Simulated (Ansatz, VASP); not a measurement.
CdO2: VASP beside Ansatz

Contents of INCAR:

```
PREC = Accurate
ENCUT = 700
EDIFF = 1E-6
ISMEAR = -1
SIGMA = 0.1
LREAL = False
LASPH = True
NELM = 120
ALGO = Normal
ISIF = 2
LWAVE = False
LCHARG = True
GGA = PS
LELF = True
LVHAR = True
NBANDS = 23
GGA_COMPAT = False
```

The input KPOINTS:

```
Automatic mesh
0
Gamma
  3 3 3
```

Contents of POSCAR:

```
CdO2
1.0
    3.4762295800      0.0000000000      0.0000000000
   -1.7381147900      3.0105031257      0.0000000000
    0.0000000000      0.0000000000      4.1480760000
Cd O
1 2
Direct
    0.0000000000      0.0000000000      0.0000000000
    0.6666666667      0.3333333333      0.7557810000
    0.3333333333      0.6666666667      0.2442190000
```

Input for Ansatz:

```yaml
crystal:
  lattice:
    a: 3.47622958
    b: 3.47622958
    c: 4.148076
    alpha: 90.0
    beta: 90.0
    gamma: 120.0
  space_group: 164
  atoms:
    - { symbol: Cd, position: [0.0, 0.0, 0.0] }
    - { symbol: O, position: [0.6666666666666666, 0.3333333333333333, 0.755781] }
kpoints:
  mp_grid:
    grid: [3, 3, 3]
hamiltonian:
  xc: pbesol
scf:
  occupations:
    method: fermi_dirac
    width: 0.1
output:
  forces: true
  stress: true
```

Alike in both runs: task single point; functional PBEsol; k mesh 3 × 3 × 3; occupations fermi-dirac, width 0.1 eV; no spin polarisation.

|  | VASP | Ansatz |
| --- | --- | --- |
| version | VASP 6.6.1 | Ansatz 0.2.0 |
| potentials or method | VASP PAW PBE potentials, release 64 (Cd_sv_GW, O) | plane waves, PAW |
| plane-wave cutoff (eV) | 700 | 420 |
| valence electrons in the cell | 32 | 32 |

|  | VASP | Ansatz | Ansatz less VASP |
| --- | --- | --- | --- |
| pressure (GPa) | -10.5 | -10.4 | +0.14 |
| traceless stress, the component that is largest in VASP (GPa) | 2.06 | 2.18 | +0.123 |
| rms of the force components (eV/Å) | 0.159 | 0.164 | +0.0048 |

VASP's potentials were made for PBE, not for PBEsol. Atom by atom the forces differ by 0.005 eV/Å (rms over components). With one functional, cell and mesh, what is left measures potentials, basis and numerics.

The k mesh is coarse, so the values compare programs but aren't converged.
